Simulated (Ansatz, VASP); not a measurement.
# One calculation of GaN, two programs

File INCAR:

```
SYSTEM = GaN
PREC = Accurate
ENCUT = 600
EDIFF = 1E-6
ISMEAR = 0
SIGMA = 0.02
LREAL = .FALSE.
LASPH = .TRUE.
NELM = 100
ALGO = Normal
ISIF = 3
LWAVE = .FALSE.
LCHARG = .FALSE.
GGA = PE
IBRION = 2
NSW = 100
EDIFFG = -0.01
KPAR = 4
```

The input KPOINTS:

```
Automatic mesh
0
G
  12 12 2
  0 0 0
```

File POSCAR:

```
GaN
1.0
    3.2168423000      0.0000000000      0.0000000000
   -1.6084212000      2.7858672000      0.0000000000
    0.0000000000      0.0000000000     15.7475143000
Ga N
6 6
Direct
    0.0000000000      0.0000000000      0.1875310000
    0.0000000000      0.0000000000      0.6875310000
    0.3333333000      0.6666667000      0.5207130000
    0.6666667000      0.3333333000      0.0207130000
    0.3333333000      0.6666667000      0.8539850000
    0.6666667000      0.3333333000      0.3539850000
    0.0000000000      0.0000000000      0.3126460000
    0.0000000000      0.0000000000      0.8126460000
    0.3333333000      0.6666667000      0.9792100000
    0.6666667000      0.3333333000      0.4792100000
    0.3333333000      0.6666667000      0.6459160000
    0.6666667000      0.3333333000      0.1459160000
```

Input for Ansatz:

```yaml
crystal:
  lattice:
    - [3.2168423, 0.0, 0.0]
    - [-1.6084212, 2.7858672, 0.0]
    - [0.0, 0.0, 15.7475143]
  atoms:
    - { symbol: Ga, position: [0.0, 0.0, 0.187531] }
    - { symbol: Ga, position: [0.0, 0.0, 0.687531] }
    - { symbol: Ga, position: [0.3333333, 0.6666667, 0.520713] }
    - { symbol: Ga, position: [0.6666667, 0.3333333, 0.020713] }
    - { symbol: Ga, position: [0.3333333, 0.6666667, 0.853985] }
    - { symbol: Ga, position: [0.6666667, 0.3333333, 0.353985] }
    - { symbol: "N", position: [0.0, 0.0, 0.312646] }
    - { symbol: "N", position: [0.0, 0.0, 0.812646] }
    - { symbol: "N", position: [0.3333333, 0.6666667, 0.97921] }
    - { symbol: "N", position: [0.6666667, 0.3333333, 0.47921] }
    - { symbol: "N", position: [0.3333333, 0.6666667, 0.645916] }
    - { symbol: "N", position: [0.6666667, 0.3333333, 0.145916] }
basis:
  ecutwfc: 420
kpoints:
  mp_grid: { grid: [12, 12, 2] }
hamiltonian:
  xc: pbe
scf:
  occupations: { method: gaussian, width: 0.02 }
output:
  forces: true
  stress: true
  eigenvalues: true
  write_density: true
  write_potential: true
  elf: true
  volumetric_format: npy
relax:
  adjacent_minimum: "off"
  f_tol: 0.01
  max_steps: 80
  cell: { stress_tol: 0.05 }
```

Alike in both runs: task relaxation of cell and atoms; functional PBE; k mesh 12 × 12 × 2; occupations gaussian, width 0.02 eV; no spin polarisation.

```csv
,VASP,Ansatz
version,VASP 6.6.1,Ansatz 0.2.0
potentials or method,"VASP PAW PBE potentials, release 64 (Ga_d, N), cutoff 600 eV","scalar-relativistic, plane waves, PAW"
valence electrons in the cell,108,108
```

VASP gave:

- gap on the k mesh at the Fermi level, each at its own relaxed structure (eV): 1.60
- relaxed volume (Å³/atom): 11.76
- relaxed length of the cell vector where the two differ most in proportion (Å): 3.217

Q: Estimate Ansatz's values.

A: gap on the k mesh at the Fermi level, each at its own relaxed structure (eV): 1.59; relaxed volume (Å³/atom): 11.76; relaxed length of the cell vector where the two differ most in proportion (Å): 3.217.

Noted on VASP's run: the relaxation stopped at its first step, so nothing moved.
